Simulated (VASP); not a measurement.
# Bi (Im-3m) in VASP: a series of runs, part 3 of 3

VASP 6.6.1. Earlier steps stand in the parts before.

### Step 5. Relaxation of cell and atoms, PBEsol, target pressure 10.07 GPa, at which the enthalpy is minimised

This run uses another cell than the first one, of 27.44 Å³/atom.

File INCAR:

```
SYSTEM = Bi
ALGO = Normal
EDIFF = 1E-7
EDIFFG = -0.01
ENCUT = 600
GGA = PS
IBRION = 2
ISIF = 3
ISMEAR = 0
LASPH = .TRUE.
LCHARG = .FALSE.
LREAL = .FALSE.
LWAVE = .FALSE.
NELM = 80
NSW = 80
PREC = Accurate
PSTRESS = 100.7
SIGMA = 0.05
```

File KPOINTS:

```
k-points
0
G
  20 20 20
  0 0 0
```

File POSCAR:

```
Bi
1.0
   -1.9000000000      1.9000000000      1.9000000000
    1.9000000000     -1.9000000000      1.9000000000
    1.9000000000      1.9000000000     -1.9000000000
Bi
1
Direct
    0.0000000000      0.0000000000      0.0000000000
```

Potentials or basis: VASP PAW PBE potentials, release 64 (Bi_d).

Started as:

```
> cat potpaw_PBE.64/Bi_d/POTCAR > POTCAR
> mpirun -np 1 vasp_std > vasp.out
```

OUTCAR:

```text
SYSTEM = Bi
   EDIFF = 1E-7
   EDIFFG = -0.01
   ENCUT = 600
   GGA = PS
   IBRION = 2
   ISIF = 3
   ISMEAR = 0
   LASPH = .TRUE.
   LREAL = .FALSE.
   NELM = 80
   NSW = 80
   PREC = Accurate
   PSTRESS = 100.7

 ion  position               nearest neighbor table
   1  0.000  0.000  0.000-

  LATTYP: Found a body centered cubic cell.
 ALAT       =     3.8000000000

  Lattice vectors:

 A1 = (  -1.9000000000,   1.9000000000,   1.9000000000)
 A2 = (   1.9000000000,  -1.9000000000,   1.9000000000)
 A3 = (   1.9000000000,   1.9000000000,  -1.9000000000)

Analysis of symmetry for initial positions (statically):
=====================================================================
 Subroutine PRICEL returns:
 Original cell was already a primitive cell.

 Routine SETGRP: Setting up the symmetry group for a
 body centered cubic supercell.

 Subroutine GETGRP returns: Found 48 space group operations
 (whereof 48 operations were pure point group operations)
 out of a pool of 48 trial point group operations.

The static configuration has the point symmetry O_h .

Analysis of symmetry for dynamics (positions and initial velocities):
=====================================================================
 Subroutine PRICEL returns:
 Original cell was already a primitive cell.

 Routine SETGRP: Setting up the symmetry group for a
 body centered cubic supercell.

 Subroutine GETGRP returns: Found 48 space group operations
 (whereof 48 operations were pure point group operations)
 out of a pool of 48 trial point group operations.

The dynamic configuration has the point symmetry O_h .

 Subroutine INISYM returns: Found 48 space group operations
 (whereof 48 operations are pure point group operations),
 and found     1 'primitive' translations

----------------------------------------------------------------------------------------

                                     Primitive cell

  volume of cell :      27.4360

  direct lattice vectors                    reciprocal lattice vectors
    -1.900000000  1.900000000  1.900000000     0.000000000  0.263157895  0.263157895
     1.900000000 -1.900000000  1.900000000     0.263157895  0.000000000  0.263157895
     1.900000000  1.900000000 -1.900000000     0.263157895  0.263157895  0.000000000

  length of vectors
     3.290896534  3.290896534  3.290896534     0.372161464  0.372161464  0.372161464

  position of ions in fractional coordinates (direct lattice)
     0.000000000  0.000000000  0.000000000

  ion indices of the primitive-cell ions
   primitive index   ion index
                 1           1

----------------------------------------------------------------------------------------

 KPOINTS: k-points

Automatic generation of k-mesh.
 Grid dimensions read from file:
 generate k-points for:   20   20   20

 Generating k-lattice:

  Cartesian coordinates                     Fractional coordinates (reciprocal lattice)
     0.000000000  0.013157895  0.013157895     0.050000000  0.000000000  0.000000000
     0.013157895  0.000000000  0.013157895     0.000000000  0.050000000  0.000000000
     0.013157895  0.013157895  0.000000000     0.000000000  0.000000000  0.050000000

  Length of vectors
     0.018608073  0.018608073  0.018608073

  Shift w.r.t. Gamma in fractional coordinates (k-lattice)
     0.000000000  0.000000000  0.000000000

 Subroutine IBZKPT returns following result:
 ===========================================

 Found    256 irreducible k-points:

 Following reciprocal coordinates:
            Coordinates               Weight
  0.000000  0.000000  0.000000      1.000000
  0.050000  0.000000  0.000000     12.000000
  0.100000  0.000000  0.000000     12.000000
  0.150000  0.000000  0.000000     12.000000
  0.200000  0.000000  0.000000     12.000000
  0.250000  0.000000  0.000000     12.000000
[... 16 lines left out ...]
  0.200000  0.100000  0.000000     48.000000
  0.250000  0.100000  0.000000     48.000000
 [... further k-points ...]
   k-points           NKPTS =    256   k-points in BZ     NKDIM =    256   number of bands    NBANDS=     11
   number of dos      NEDOS =    301   number of ions     NIONS =      1
   total plane-waves  NPLWV =  21952
   dimension x,y,z NGX =    28 NGY =   28 NGZ =   28
   dimension x,y,z NGXF=    56 NGYF=   56 NGZF=   56
   ions per type =               1
   NGX,Y,Z   is equivalent  to a cutoff of  14.14, 14.14, 14.14 a.u.
   NGXF,Y,Z  is equivalent  to a cutoff of  28.29, 28.29, 28.29 a.u.
 SYSTEM =  Bi
   PREC   = accura    normal or accurate (medium, high low for compatibility)
   ISTART =      0    job   : 0-new  1-cont  2-samecut
   ICHARG =      2    charge: 1-file 2-atom 10-const
   ISPIN  =      1    spin polarized calculation?
   LNONCOLLINEAR =      F non collinear calculations
   LSORBIT =      F    spin-orbit coupling
   LASPH  =      T    aspherical Exc in radial PAW
   ENCUT  =  600.0 eV  44.10 Ry    6.64 a.u.   6.57  6.57  6.57*2*pi/ulx,y,z
   NELM   =     80;   NELMIN=  2; NELMDL= -5     # of ELM steps
   EDIFF  = 0.1E-06   stopping-criterion for ELM
   LREAL  =      F    real-space projection
   EDIFFG = -.1E-01   stopping-criterion for IOM
   NSW    =     80    number of steps for IOM
   IBRION =      2    ionic relax: 0-MD 1-quasi-New 2-CG
   NFREE  =      1    steps in history (QN), initial steepest desc. (CG)
   ISIF   =      3    stress and relaxation
   ISYM   =      2    0-nonsym 1-usesym 2-fastsym
   POTIM  = 0.5000    time-step for ionic-motion
   TEBEG  =    0.0;   TEEND  =   0.0 temperature during run
   PSTRESS=  100.7 pullay stress
   NELECT =      15.0000    total number of electrons
   NUPDOWN=      -1.0000    fix difference up-down
   EMIN   =  10.00;   EMAX   =-10.00  energy-range for DOS
   EFERMI =   0.00;   METHOD = LEGACY
   ISMEAR =     0;   SIGMA  =   0.05  broadening in eV -4-tet -1-fermi 0-gaus
   EFERMI_NEDOS =   21; number of points for ismear=-14 and -15
   IALGO  =     38    algorithm
   IMIX   =      4    mixing-type and parameters
     AMIX     =   0.40;   BMIX     =  1.00
     AMIX_MAG =   1.60;   BMIX_MAG =  1.00
  volume/ion in A,a.u.               =      27.44       185.15
  Fermi-wavevector in a.u.,A,eV,Ry     =   1.338644  2.529670 24.381189  1.791967
  Thomas-Fermi vector in A             =   2.467098
   LORBIT       =      0    0 simple, 1 ext, 2 COOP (PROOUT), +10 PAW based schemes
   GGA     = PS    functional components
   LHFCALC =     F    Hartree Fock is set to
   AEXX    =    0.0000 exact exchange contribution
   IVDW    =     0    specifies the selected vdW correction
   LEPSILON=     F    determine dielectric tensor
   LRPA    =     F    only Hartree local field effects (RPA)
 conjugate gradient relaxation of ions
 non-spin polarized calculation
 Gauss-broadening in eV      SIGMA  =   0.05
  energy-cutoff  :      600.00
  volume of cell :       27.44
 maximum number of plane-waves:       943
   NGX = 13   NGY = 13   NGZ = 13

--------------------------------------- Ionic step        1  -------------------------------------------

 number of electron      14.9999997 magnetization

 Free energy of the ion-electron system (eV)
  ---------------------------------------------------
  ext. energy  EPLUGINS =         0.00000000
  ---------------------------------------------------
  free energy    TOTEN  =        -4.17201123 eV

  energy without entropy =       -4.17125428  energy(sigma->0) =       -4.17163275

------------------------ aborting loop because EDIFF is reached ----------------------------------------

  FORCE on cell =-STRESS in cart. coord.  units (eV):
  Direction    XX          YY          ZZ          XY          YZ          ZX
  --------------------------------------------------------------------------------------
  -------------------------------------------------------------------------------------
  Total        1.1341982      1.1341982      1.1341982      0.0000000      0.0000000      0.0000000
  in kB       66.2336581     66.2336581     66.2336581      0.0000000      0.0000000      0.0000000
  external PRESSURE =     -34.4663419 kB  Pullay stress =     100.7000000 kB
[... 24 lines left out ...]
--------------------------------------- Ionic step        2  -------------------------------------------

 number of electron      15.0000004 magnetization

 E-fermi :  10.7079     XC(G=0): -11.4940

 val. band max:       10.7037317309   @ k =  -0.2500   0.4000   0.0500
 cond. band min:      10.7382813865   @ k =  -0.4500   0.4500   0.2000
 fundamental gap:      0.0345496556
 Fermi energy:        10.7078982758

 k-point     1 :       0.0000    0.0000    0.0000
  band No.  band energies     occupation
      1     -12.5198      2.00000
      2     -12.5198      2.00000
      3     -12.5198      2.00000
      4     -12.2639      2.00000
      5     -12.2639      2.00000
      6      -4.5637      2.00000
      7      17.5204      0.00000
      8      17.5204      0.00000
      9      17.5204      0.00000
     10      21.1167      0.00000
     11      21.1167      0.00000
[... 358 lines left out ...]
--------------------------------------- Ionic step        3  -------------------------------------------

 number of electron      14.9999997 magnetization

 Free energy of the ion-electron system (eV)
  ---------------------------------------------------
  ext. energy  EPLUGINS =         0.00000000
  ---------------------------------------------------
  free energy    TOTEN  =        -4.12314602 eV

  energy without entropy =       -4.12236312  energy(sigma->0) =       -4.12275457

 E-fermi :   9.9464     XC(G=0): -11.2307

 val. band max:        9.9349508532   @ k =   0.3000   0.1000   0.1000
 cond. band min:       9.9616453660   @ k =  -0.4000   0.5000   0.3000
 fundamental gap:      0.0266945128
 Fermi energy:         9.9464261190

 k-point     1 :       0.0000    0.0000    0.0000
  band No.  band energies     occupation
      1     -13.2079      2.00000
      2     -13.2079      2.00000
      3     -13.2079      2.00000
      4     -12.9896      2.00000
      5     -12.9896      2.00000
      6      -4.8701      2.00000
      7      16.2982      0.00000
      8      16.2982      0.00000
      9      16.2982      0.00000
     10      20.3802      0.00000
     11      20.3802      0.00000
[... 354 lines left out ...]
  energy  without entropy=       -4.1223631235  energy(sigma->0) =       -4.12275457

  enthalpy is  TOTEN    =        -2.4582308220 eV   P V=        1.6649151961

 reached required accuracy - stopping structural energy minimisation
```

Wall time 78 s (1 thread of Intel Xeon 6975P-C (Granite Rapids), shared host); peak memory 0.24 GiB.

Results:

```yaml
Free_energy: -4.1231 eV
Relaxed_volume: 26.49 Å³/atom
Relaxed_cell: a = 3.253 Å, b = 3.253 Å, c = 3.253 Å, α = 109.47°, β = 109.47°, γ = 109.47°
Space_group_after_relaxing_to_0.1_Å: Im-3m (No. 229)
Energy_change_on_relaxing_the_run_minimises_the_enthalpy: +48.9 meV/atom
Ionic_steps: 3
Pressure_after_relaxing: 10.0 GPa
Band_gap_on_the_k_mesh: zero (an odd number of electrons rules out a gap without spin polarisation)
```

The path:
| step | energy change (eV) | largest force (eV/Å) | pressure (GPa) | volume (Å³) |
| --- | --- | --- | --- | --- |
| 1 | 0.0000 | 0.0000 | 6.62 | 27.44 |
| 2 | 0.1561 | 0.0000 | 16.10 | 25.16 |
| 3 | 0.0489 | 0.0000 | 10.02 | 26.49 |

Final structure:
```
Bi
1.0
    -1.87789    1.87789    1.87789
     1.87789   -1.87789    1.87789
     1.87789    1.87789   -1.87789
Bi
1
Direct
  0.00000 0.00000 0.00000
```

Caveat: the cell is relaxed towards a set pressure, so the run minimises the enthalpy, not the energy; the PAW data sets were made with another functional, which shifts forces and pressure a little; spin-orbit coupling is left out, which moves the levels of the heavy elements.

### Step 6. The runs side by side

```csv
cell,gap on the mesh (eV),pressure (GPa)
"relaxed to 79.14 GPa from a = 3.047 Å, angles 109.5°, 1 atom",none,79.2
"relaxed to 40.76 GPa from a = 3.166 Å, angles 109.5°, 1 atom",none,40.7
"relaxed to 20.16 GPa from a = 3.252 Å, angles 109.5°, 1 atom",none,20.2
"relaxed to 10.07 GPa from a = 3.291 Å, angles 109.5°, 1 atom",none,10.0
```

Alike in all rows: task relaxation of cell and atoms; level PBEsol; potentials or basis VASP PAW PBE potentials, release 64 (Bi_d); no spin polarisation; k mesh 20 × 20 × 20; cutoff (eV) 600; smearing gaussian 0.05 eV.

Caveats: the cell is relaxed towards a set pressure, so the run minimises the enthalpy, not the energy; the PAW data sets were made with another functional, which shifts forces and pressure a little; spin-orbit coupling is left out, which moves the levels of the heavy elements.

Absolute energies hang on the potentials; compare differences alone.

The gap in the log of VASP goes by the Fermi energy; the results here count the filled bands.